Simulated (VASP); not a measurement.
A run of VASP 6.6.1 is set up as follows.

File POSCAR:

```
KF
1.0
    0.0719151009      2.6776964606      2.6776964606
    2.6776964606      0.0719151009      2.6776964606
    2.6776964606      2.6776964606      0.0719151009
K F
1 1
Direct
    0.0000000000      0.0000000000      0.0000000000
    0.5000000000      0.5000000000      0.5000000000
```

File INCAR.step1:

```
SYSTEM = KF
PREC = Accurate
ENCUT = 520
ISMEAR = 0
SIGMA = 0.01
LREAL = .False.
LASPH = .True.
NELM = 60
NBANDS = 15
GGA = PE
ALGO = Normal
EDIFF = 1E-4
LWAVE = .True.
LCHARG = .False.
```

File INCAR.step2:

```
SYSTEM = KF
PREC = Accurate
ENCUT = 520
EDIFF = 1E-6
ISMEAR = 0
SIGMA = 0.01
LREAL = .False.
LASPH = .True.
NELM = 60
ALGO = Normal
ISIF = 2
LWAVE = .False.
LCHARG = .False.
METAGGA = R2SCAN
LMIXTAU = .True.
NBANDS = 15
ISTART = 1
```

File KPOINTS:

```
regular mesh
0
Gamma
  8 8 8
  0 0 0
```

Potentials or basis: VASP PAW PBE potentials, release 64 (K_sv, F).

Command:

```sh
$ cat potpaw_PBE.64/K_sv/POTCAR potpaw_PBE.64/F/POTCAR > POTCAR
$ cp INCAR.step1 INCAR
$ mpirun -np 1 vasp_std > vasp.out
$ cp INCAR.step2 INCAR
$ mpirun -np 1 vasp_std > vasp.out
```

(1) What does it give for the pressure?

(2) Predict the band gap on the k mesh.

Answers

(1) 0.7 GPa.

(2) 7.00 eV, direct.

Caveat: the cell differs from its parent crystal (epitaxial 111 strain -2.0%); the PAW data sets were made with another functional, which shifts forces and pressure a little.
